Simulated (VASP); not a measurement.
## P: single point with PBE

Crystal: P.

```
CELL_PARAMETERS angstrom
-2.33638 2.33638 2.33638
2.33638 -2.33638 2.33638
2.33638 2.33638 -2.33638
ATOMIC_POSITIONS crystal
P 0.00000 0.50000 0.50000
P 0.50000 0.00000 0.50000
P 0.50000 0.50000 0.00000
```

```json
{
  "Program": "VASP 6.6.1",
  "Task": "single point",
  "Functional": "PBE",
  "Potentials or basis": "VASP PAW PBE potentials, release 64 (P)",
  "Cutoff": "520 eV",
  "k mesh": "14 × 14 × 14",
  "Occupations": "gaussian, width 0.1 eV",
  "Spin": "no spin polarisation",
  "Dipole correction": "no",
  "Further INCAR settings": "ALGO = Normal; EDIFF = 1e-07; NBANDS = 14"
}
```

```json
{"Pressure": "-0.2 GPa"}
```

Levels at points of the mesh, in eV from the Fermi level:
| k point | band 5 | band 6 | band 7 | band 8 | band 9 | band 10 | band 11 | band 12 |
| --- | --- | --- | --- | --- | --- | --- | --- | --- |
| (0.00, 0.00, 0.00) | -5.18 | -5.18 | -0.49 | -0.49 | -0.49 | 2.78 | 2.78 | 2.78 |
| (0.50, 0.00, 0.00) | -3.22 | -2.20 | -1.47 | 0.25 | 1.28 | 2.63 | 2.80 | 8.55 |
| (0.50, 0.50, 0.50) | -7.42 | -5.36 | 1.41 | 1.41 | 1.41 | 6.81 | 6.81 | 6.81 |

It took 52 s on 1 thread of Intel(R) Xeon(R) Platinum 8488C (Sapphire Rapids), on a shared host, peak memory 0.19 GiB.
